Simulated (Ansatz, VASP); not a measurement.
Two plane-wave programs on Ge

```
Ge
1.0
     3.93641    0.00000    0.00000
    -1.96821    3.40903    0.00000
     0.00000    0.00000    6.49175
Ge
4
Direct
  0.66667 0.33333 0.06279
  0.33333 0.66667 0.56279
  0.66667 0.33333 0.43721
  0.33333 0.66667 0.93721
```

Change from the starting cell: strain -0.030 along x and y, -0.030 along z, atoms carried along.

Alike in both runs: task single point; functional PBE; k mesh 12 × 12 × 8; occupations gaussian, width 0.15 eV; no spin polarisation.

```csv
,VASP,Ansatz
version,VASP 6.6.1,Ansatz 0.2.0
potentials or method,"VASP PAW PBE potentials, release 64 (Ge_d), cutoff 520 eV","scalar-relativistic, plane waves, PAW"
valence electrons in the cell,56,56
```

|  | VASP | Ansatz | Ansatz less VASP |
| --- | --- | --- | --- |
| gap on the k mesh at the Fermi level (eV) | none | none | - |
| pressure (GPa) | 6.7 | 6.7 | +0.05 |
| traceless stress, the component that is largest in VASP (GPa) | 0.06 | 0.05 | -0.005 |
| rms of the force components (eV/Å) | 0.017 | 0.018 | +0.0004 |

Atom by atom the forces differ by 0.000 eV/Å (rms over components). A gap of «none» marks a metal or a gap that the smearing closes.
